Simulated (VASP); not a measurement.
Input of a VASP 6.6.1 run:

Contents of INCAR:

```
PREC = Accurate
ENCUT = 520
EDIFF = 1E-6
ISMEAR = 1
SIGMA = 0.3
LREAL = False
LASPH = True
NELM = 60
ALGO = Normal
ISIF = 2
LWAVE = False
LCHARG = False
NBANDS = 10
```

KPOINTS

```
Automatic mesh
0
Gamma
  11 11 11
```

Contents of POSCAR:

```
Na
1.0
   -2.0287155323      2.0287155323      2.0287155323
    2.0287155323     -2.0287155323      2.0287155323
    2.0287155323      2.0287155323     -2.0287155323
Na
1
Direct
    0.0000000000      0.0000000000      0.0000000000
```

Potentials or basis: VASP PAW LDA potentials, release 64 (Na_pv).

The run is started by

```bash
$ cat potpaw_LDA.64/Na_pv/POTCAR > POTCAR
$ mpirun -np 1 vasp_std > vasp.out
```

What does it give for the pressure?

-0.1 GPa.
